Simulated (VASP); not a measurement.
# Rb in VASP: notebook

Runs on Rb. Level: PBEsol. Tasks: single point.

Program: VASP 6.6.1. These are calculated values, not measurements. Logs are shortened: lines on timing, memory, paths and dates and some standing lists are left out, and cuts for length are marked.

## (1) The cell of the first run

The typed cell holds 2 atoms: a = 9.131 Å, b = 9.131 Å, c = 9.131 Å, α = 149.80°, β = 149.80°, γ = 43.24°.

## (2) Single point, PBEsol

Contents of INCAR:

```
  PREC = Accurate
  ENCUT = 520
  EDIFF = 1E-6
  ISMEAR = 0
  SIGMA = 0.05
  LREAL = F
  LASPH = T
  NELM = 80
  ALGO = Fast
  ISIF = 2
  LWAVE = F
  LCHARG = F
  GGA = PS
  NBANDS = 16
```

Contents of KPOINTS:

```
regular mesh
0
Gamma
  4 4 6
```

Contents of POSCAR:

```
Rb
1.0
   -2.3789880000      2.3789880000      8.4886690000
    2.3789880000     -2.3789880000      8.4886690000
    2.3789880000      2.3789880000     -8.4886690000
Rb
2
Direct
    0.5002020000      0.5113490000      0.0102530000
    0.2509620000      0.7575890000      0.5008990000
```

Potentials or basis: VASP PAW PBE potentials, release 64 (Rb_sv).

The run is started by

```sh
cat potpaw_PBE.64/Rb_sv/POTCAR > POTCAR
mpirun -np 1 vasp_std > vasp.out
```

OUTCAR:

```text
PREC = Accurate
   ENCUT = 520
   EDIFF = 1E-6
   ISMEAR = 0
   LREAL = F
   LASPH = T
   NELM = 80
   ISIF = 2
   GGA = PS

 ion  position               nearest neighbor table
   1  0.500  0.511  0.010-   2 4.80   2 4.84   2 4.91   2 4.92
   2  0.251  0.758  0.501-   1 4.80   1 4.84   1 4.91   1 4.92

  LATTYP: Found a body centered tetragonal cell.
 ALAT       =     4.7579760000
 C/A-ratio  =     3.5681848752

  Lattice vectors:

 A1 = (  -2.3789880000,   2.3789880000,   8.4886690000)
 A2 = (   2.3789880000,  -2.3789880000,   8.4886690000)
 A3 = (   2.3789880000,   2.3789880000,  -8.4886690000)

Analysis of symmetry for initial positions (statically):
=====================================================================
 Subroutine PRICEL returns:
 Original cell was already a primitive cell.

 Routine SETGRP: Setting up the symmetry group for a
 body centered tetragonal supercell.

 Subroutine GETGRP returns: Found  2 space group operations
 (whereof  1 operations were pure point group operations)
 out of a pool of 16 trial point group operations.

The static configuration has the point symmetry C_1 .
 The point group associated with its full space group is S_2 .

Analysis of symmetry for dynamics (positions and initial velocities):
=====================================================================
 Subroutine PRICEL returns:
 Original cell was already a primitive cell.

 Routine SETGRP: Setting up the symmetry group for a
 body centered tetragonal supercell.

 Subroutine GETGRP returns: Found  2 space group operations
 (whereof  1 operations were pure point group operations)
 out of a pool of 16 trial point group operations.

The dynamic configuration has the point symmetry C_1 .
 The point group associated with its full space group is S_2 .

 Subroutine INISYM returns: Found  2 space group operations
 (whereof  1 operations are pure point group operations),
 and found     1 'primitive' translations

----------------------------------------------------------------------------------------

                                     Primitive cell

  volume of cell :     192.1693

  direct lattice vectors                    reciprocal lattice vectors
    -2.378988000  2.378988000  8.488669000     0.000000000  0.210173401  0.058902049
     2.378988000 -2.378988000  8.488669000     0.210173401  0.000000000  0.058902049
     2.378988000  2.378988000 -8.488669000     0.210173401  0.210173401  0.000000000

  length of vectors
     9.131082586  9.131082586  9.131082586     0.218271185  0.218271185  0.297230075

  position of ions in fractional coordinates (direct lattice)
     0.500202000  0.511349000  0.010253000
     0.250962000  0.757589000  0.500899000

  ion indices of the primitive-cell ions
   primitive index   ion index
                 1           1
                 2           2

----------------------------------------------------------------------------------------

 KPOINTS: regular mesh

Automatic generation of k-mesh.
 Grid dimensions read from file:
 generate k-points for:    4    4    6

 Generating k-lattice:

  Cartesian coordinates                     Fractional coordinates (reciprocal lattice)
     0.000000000  0.052543350  0.014725512     0.250000000  0.000000000  0.000000000
     0.052543350  0.000000000  0.014725512     0.000000000  0.250000000  0.000000000
     0.035028900  0.035028900  0.000000000     0.000000000  0.000000000  0.166666667

  Length of vectors
     0.054567796  0.054567796  0.049538346

  Shift w.r.t. Gamma in fractional coordinates (k-lattice)
     0.000000000  0.000000000  0.000000000

 -----------------------------------------------------------------------------
|                                                                             |
|           W    W    AA    RRRRR   N    N  II  N    N   GGGG   !!!           |
|           W    W   A  A   R    R  NN   N  II  NN   N  G    G  !!!           |
|           W    W  A    A  R    R  N N  N  II  N N  N  G       !!!           |
|           W WW W  AAAAAA  RRRRR   N  N N  II  N  N N  G  GGG   !            |
|           WW  WW  A    A  R   R   N   NN  II  N   NN  G    G                |
|           W    W  A    A  R    R  N    N  II  N    N   GGGG   !!!           |
|                                                                             |
|     Your reciprocal lattice and k-lattice belong to different lattice       |
|     classes:                                                                |
|                                                                             |
|        The reciprocal lattice is body-centered tetragonal,                  |
|        whereas your k-lattice is base-centered monoclinic.                  |
|                                                                             |
|     Results are often still useful ...                                      |
|                                                                             |
 -----------------------------------------------------------------------------

 WARNING: IBZKPT: internal override: KBLOWUP is changed to .FALSE.
      ... skipping the blow-up phase ...

 Subroutine IBZKPT returns following result:
 ===========================================

 Found     52 irreducible k-points:

 Following reciprocal coordinates:
            Coordinates               Weight
  0.000000  0.000000  0.000000      1.000000
  0.250000  0.000000 -0.000000      2.000000
  0.500000  0.000000 -0.000000      1.000000
  0.000000  0.250000 -0.000000      2.000000
  0.250000  0.250000 -0.000000      2.000000
  0.500000  0.250000 -0.000000      2.000000
[... 16 lines left out ...]
  0.000000 -0.250000  0.166667      2.000000
  0.250000 -0.250000  0.166667      2.000000
 [... further k-points ...]
   k-points           NKPTS =     52   k-points in BZ     NKDIM =     52   number of bands    NBANDS=     16
   number of dos      NEDOS =    301   number of ions     NIONS =      2
   total plane-waves  NPLWV = 343000
   dimension x,y,z NGX =    70 NGY =   70 NGZ =   70
   dimension x,y,z NGXF=   140 NGYF=  140 NGZF=  140
   ions per type =               2
   NGX,Y,Z   is equivalent  to a cutoff of  12.74, 12.74, 12.74 a.u.
   NGXF,Y,Z  is equivalent  to a cutoff of  25.49, 25.49, 25.49 a.u.
 SYSTEM =  unknown system
   PREC   = accura    normal or accurate (medium, high low for compatibility)
   ISTART =      0    job   : 0-new  1-cont  2-samecut
   ICHARG =      2    charge: 1-file 2-atom 10-const
   ISPIN  =      1    spin polarized calculation?
   LNONCOLLINEAR =      F non collinear calculations
   LSORBIT =      F    spin-orbit coupling
   LASPH  =      T    aspherical Exc in radial PAW
   ENCUT  =  520.0 eV  38.22 Ry    6.18 a.u.  16.98 16.98 16.98*2*pi/ulx,y,z
   NELM   =     80;   NELMIN=  2; NELMDL= -5     # of ELM steps
   EDIFF  = 0.1E-05   stopping-criterion for ELM
   LREAL  =      F    real-space projection
   EDIFFG = 0.1E-04   stopping-criterion for IOM
   NSW    =      0    number of steps for IOM
   IBRION =     -1    ionic relax: 0-MD 1-quasi-New 2-CG
   NFREE  =      0    steps in history (QN), initial steepest desc. (CG)
   ISIF   =      2    stress and relaxation
   ISYM   =      2    0-nonsym 1-usesym 2-fastsym
   POTIM  = 0.5000    time-step for ionic-motion
   TEBEG  =    0.0;   TEEND  =   0.0 temperature during run
   PSTRESS=    0.0 pullay stress
   NELECT =      18.0000    total number of electrons
   NUPDOWN=      -1.0000    fix difference up-down
   EMIN   =  10.00;   EMAX   =-10.00  energy-range for DOS
   EFERMI =   0.00;   METHOD = LEGACY
   ISMEAR =     0;   SIGMA  =   0.05  broadening in eV -4-tet -1-fermi 0-gaus
   EFERMI_NEDOS =   21; number of points for ismear=-14 and -15
   IALGO  =     68    algorithm
   IMIX   =      4    mixing-type and parameters
     AMIX     =   0.40;   BMIX     =  1.00
     AMIX_MAG =   1.60;   BMIX_MAG =  1.00
  volume/ion in A,a.u.               =      96.08       648.41
  Fermi-wavevector in a.u.,A,eV,Ry     =   0.743483  1.404979  7.520849  0.552767
  Thomas-Fermi vector in A             =   1.838609
   LORBIT       =      0    0 simple, 1 ext, 2 COOP (PROOUT), +10 PAW based schemes
   GGA     = PS    functional components
   LHFCALC =     F    Hartree Fock is set to
   AEXX    =    0.0000 exact exchange contribution
   IVDW    =     0    specifies the selected vdW correction
   LEPSILON=     F    determine dielectric tensor
   LRPA    =     F    only Hartree local field effects (RPA)
 non-spin polarized calculation
 RMM-DIIS sequential band-by-band and
 Gauss-broadening in eV      SIGMA  =   0.05
  energy-cutoff  :      520.00
  volume of cell :      192.17
 maximum number of plane-waves:      5210
 NGX is ok and might be reduce to    70
   NGX = 33   NGY = 33   NGZ = 33

 number of electron      18.0000000 magnetization

 Free energy of the ion-electron system (eV)
  ---------------------------------------------------
  ext. energy  EPLUGINS =         0.00000000
  ---------------------------------------------------
  free energy    TOTEN  =        -1.93507022 eV

  energy without entropy =       -1.93390943  energy(sigma->0) =       -1.93448983

 E-fermi :  -0.1288     XC(G=0):  -5.3792

 val. band max:       -0.1407952025   @ k =   0.2500  -0.2500   0.3333
 cond. band min:      -0.0575542772   @ k =   0.0000  -0.2500   0.1667
 fundamental gap:      0.0832409253
 Fermi energy:        -0.1287823821

 k-point     1 :       0.0000    0.0000    0.0000
  band No.  band energies     occupation
      1     -29.1132      2.00000
      2     -29.1089      2.00000
      3     -13.2575      2.00000
      4     -13.1656      2.00000
      5     -13.1627      2.00000
      6     -13.1591      2.00000
[... 8 lines left out ...]
     15       4.0734      0.00000
     16       4.1420      0.00000

 k-point     2 :       0.2500    0.0000   -0.0000
  band No.  band energies     occupation
      1     -29.1113      2.00000
      2     -29.1078      2.00000
      3     -13.2445      2.00000
      4     -13.2102      2.00000
      5     -13.2005      2.00000
      6     -13.1633      2.00000
[... 8 lines left out ...]
     15       3.3917      0.00000
     16       3.9952      0.00000
[... 387 lines left out ...]
      5     -13.1790      2.00000
      6     -13.1717      2.00000
[... 8 lines left out ...]
     15       3.3460      0.00000
     16       3.7646      0.00000

 k-point    24 :       0.2500   -0.2500    0.1667
  band No.  band energies     occupation
      1     -29.1095      2.00000
      2     -29.1067      2.00000
      3     -13.2544      2.00000
      4     -13.2425      2.00000
      5     -13.2204      2.00000
      6     -13.1680      2.00000
[... 8 lines left out ...]
     15       3.2301      0.00000
     16       3.6360      0.00000

 [... further k-points ...]
[... 5 lines left out ...]
  --------------------------------------------------------------------------------------
  -------------------------------------------------------------------------------------
  Total       -0.1157490     -0.1666651     -0.2122401      0.0603753     -0.0642532     -0.0801963
  in kB       -0.9650364     -1.3895403     -1.7695133      0.5033681     -0.5356992     -0.6686219
  external PRESSURE =      -1.3746966 kB  Pullay stress =       0.0000000 kB

 VOLUME and BASIS-vectors are now :
 -----------------------------------------------------------------------------
  energy-cutoff  :      520.00
  volume of cell :      192.17
      direct lattice vectors                 reciprocal lattice vectors
    -2.378988000  2.378988000  8.488669000     0.000000000  0.210173401  0.058902049
     2.378988000 -2.378988000  8.488669000     0.210173401  0.000000000  0.058902049
     2.378988000  2.378988000 -8.488669000     0.210173401  0.210173401  0.000000000

 POSITION                                       TOTAL-FORCE (eV/Angst)
 -----------------------------------------------------------------------------------
      0.05091     -0.00213      8.49969        -0.001325      0.000483      0.016770
      2.39689     -0.01363      4.30929         0.001325     -0.000483     -0.016770
 -----------------------------------------------------------------------------------
    total drift:                               -0.000000     -0.000000      0.000000

  FREE ENERGIE OF THE ION-ELECTRON SYSTEM (eV)
  ---------------------------------------------------
  free  energy   TOTEN  =        -1.9350702221 eV

  energy  without entropy=       -1.9339094279  energy(sigma->0) =       -1.93448983
```

Run time: 4.4 min. Hardware: 1 thread of Intel Xeon 6975P-C (Granite Rapids), shared host; peak memory 0.72 GiB.

What came out:

```yaml
Free_energy: -1.9351 eV
Pressure: -0.1 GPa
Largest_force: 0.017 eV/Å
Band_gap_on_the_k_mesh: zero (bands 9 and 10 overlap by 2.29 eV)
```

Forces on the atoms (eV/Å):
```
Rb  -0.001  0.000  0.017
Rb   0.001  0.000 -0.017
```

Stress tensor (GPa, compression positive):
```
-0.10  0.05 -0.07
 0.05 -0.14 -0.05
-0.07 -0.05 -0.18
```

Caveat: the PAW data sets were made with another functional, which shifts forces and pressure a little.

## (3) Single point, PBEsol

Contents of INCAR:

```
SYSTEM = Rb
ALGO     = Fast           ! electronic algorithm
EDIFF    = 1E-6           ! SCF threshold, eV
ENCUT    = 520            ! plane-wave cutoff, eV
GGA      = PS             ! functional
ISIF     = 2              ! what is computed and relaxed
ISMEAR   = 0              ! smearing method
LASPH    = .TRUE.         ! aspherical terms in the spheres
LCHARG   = .FALSE.        ! write CHGCAR
LREAL    = .FALSE.        ! projectors in reciprocal space
LWAVE    = .FALSE.        ! write WAVECAR
NBANDS   = 16             ! bands
NELM     = 80             ! most SCF steps
PREC     = Accurate       ! precision mode
SIGMA    = 0.025          ! smearing width, eV
```

Contents of KPOINTS:

```
k-points
0
G
  4 4 6
  0 0 0
```

POSCAR is that of step 2.

Potentials or basis: VASP PAW PBE potentials, release 64 (Rb_sv).

The run is started by

```sh
cat potpaw_PBE.64/Rb_sv/POTCAR > POTCAR
mpirun -np 1 vasp_std > vasp.out
```

Run time: 4.4 min. Hardware: 1 thread of Intel Xeon 6975P-C (Granite Rapids), shared host; peak memory 0.72 GiB.

Results (log left out):

| Quantity | Value |
| --- | --- |
| Free energy | -1.9346 eV |
| Pressure | -0.1 GPa |
| Largest force | 0.015 eV/Å |
| Band gap on the k mesh | zero (bands 9 and 10 overlap by 2.29 eV) |

Forces on the atoms (eV/Å):
```
Rb  -0.001  0.001  0.015
Rb   0.001 -0.001 -0.015
```

Stress tensor (GPa, compression positive):
```
-0.09  0.05 -0.07
 0.05 -0.14 -0.05
-0.07 -0.05 -0.18
```

Levels at points of the mesh, in eV from the Fermi level:
| k point | band 7 | band 8 | band 9 | band 10 | band 11 | band 12 |
| --- | --- | --- | --- | --- | --- | --- |
| (0.00, 0.00, 0.00) | -13.02 | -13.01 | -1.92 | 0.10 | 0.56 | 2.54 |
| (0.50, 0.00, 0.00) | -13.02 | -13.01 | -0.13 | 0.24 | 0.73 | 1.17 |
| (0.00, 0.50, 0.00) | -13.02 | -13.01 | -0.13 | 0.24 | 0.73 | 1.19 |
| (0.50, 0.50, 0.00) | -13.04 | -13.04 | 1.02 | 1.02 | 1.60 | 1.61 |
| (0.00, 0.00, 0.50) | -13.04 | -13.04 | 1.01 | 1.02 | 1.60 | 1.61 |
| (0.50, 0.00, 0.50) | -13.02 | -13.01 | -0.13 | 0.23 | 0.74 | 1.17 |
| (0.00, 0.50, 0.50) | -13.02 | -13.01 | -0.14 | 0.24 | 0.73 | 1.17 |
| (0.50, 0.50, 0.50) | -13.01 | -13.01 | -1.31 | -1.28 | 1.97 | 2.02 |

Caveat: the PAW data sets were made with another functional, which shifts forces and pressure a little.

## (4) Single point, PBEsol

Contents of INCAR:

```
SYSTEM = Rb
PREC = Accurate ; ENCUT = 520
EDIFF = 1E-6 ; ISMEAR = 0
SIGMA = 0.01 ; LREAL = .FALSE.
LASPH = .TRUE. ; NELM = 100
ALGO = Fast ; ISIF = 2
LWAVE = .FALSE. ; LCHARG = .FALSE.
GGA = PS ; NBANDS = 16
```

Contents of KPOINTS:

```
regular mesh
0
G
  4 4 6
  0 0 0
```

POSCAR is that of step 3.

The run is started by

```sh
cat potpaw_PBE.64/Rb_sv/POTCAR > POTCAR
mpirun -np 1 vasp_std > vasp.out
```

Run time: 4.5 min. Hardware: 1 thread of Intel Xeon 6975P-C (Granite Rapids), shared host; peak memory 0.72 GiB.

Results (log left out):

```
Free energy            : -1.9344 eV
Pressure               : -0.1 GPa
Largest force          : 0.014 eV/Å
Band gap on the k mesh : zero (bands 9 and 10 overlap by 2.29 eV)
```

Forces in eV/Å, atoms in the order of the input:
```
Rb  -0.001  0.000  0.014
Rb   0.001  0.000 -0.014
```

Stress tensor (GPa, compression positive):
```
-0.08  0.05 -0.07
 0.05 -0.15 -0.05
-0.07 -0.05 -0.18
```

Levels at points of the mesh, in eV from the Fermi level:
```
           k point  band 5  band 6  band 7  band 8  band 9  band 10  band 11  band 12  band 13  band 14
(0.00, 0.00, 0.00)  -13.02  -13.02  -13.01  -13.01   -1.92     0.11     0.57     2.54     2.55     3.09
(0.50, 0.00, 0.00)  -13.07  -13.02  -13.02  -13.00   -0.13     0.24     0.74     1.17     2.00     3.16
(0.00, 0.50, 0.00)  -13.07  -13.02  -13.01  -13.01   -0.13     0.24     0.73     1.19     2.03     3.11
(0.50, 0.50, 0.00)  -13.10  -13.10  -13.03  -13.03    1.02     1.03     1.61     1.61     2.37     2.37
(0.00, 0.00, 0.50)  -13.10  -13.10  -13.03  -13.03    1.02     1.03     1.60     1.61     2.36     2.37
(0.50, 0.00, 0.50)  -13.07  -13.02  -13.02  -13.00   -0.12     0.24     0.74     1.18     2.03     3.08
(0.00, 0.50, 0.50)  -13.07  -13.02  -13.02  -13.00   -0.13     0.25     0.74     1.18     2.00     3.17
(0.50, 0.50, 0.50)  -13.03  -13.03  -13.01  -13.01   -1.30    -1.27     1.97     2.02     2.75     2.76
```

Caveat: the PAW data sets were made with another functional, which shifts forces and pressure a little.

(Part 1 of 2 ends here.)
